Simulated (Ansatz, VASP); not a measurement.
# W: VASP beside Ansatz

```
CELL_PARAMETERS angstrom
4.64586 0.00000 0.00000
-2.32293 4.02344 0.00000
0.00000 0.00000 2.57812
ATOMIC_POSITIONS crystal
W 0.00000 0.00000 0.00000
W 0.33333 0.66667 0.50000
W 0.66667 0.33333 0.50000
```

Alike in both runs: functional PBEsol; k mesh 12 × 12 × 18; occupations gaussian, width 0.1 eV; no spin polarisation.

Ansatz relaxed the structure, and its values are those at the end. VASP's run is a single point on that final structure, the one shown.

```csv
,VASP,Ansatz
version,VASP 6.6.1,Ansatz 0.2.0
potentials or method,"VASP PAW PBE potentials, release 64 (W_sv), cutoff 520 eV","scalar-relativistic, plane waves, PAW"
valence electrons in the cell,42,42
```

|  | VASP | Ansatz | Ansatz less VASP |
| --- | --- | --- | --- |
| gap on the k mesh at the Fermi level (eV) | none | none | - |
| pressure (GPa) | 0.8 | 0.0 | -0.78 |

VASP's potentials were made for PBE, not for PBEsol. A gap of «none» marks a metal or a gap that the smearing closes. With one functional, cell and mesh, what is left measures potentials, basis and numerics.

Neither program's run includes spin-orbit coupling.
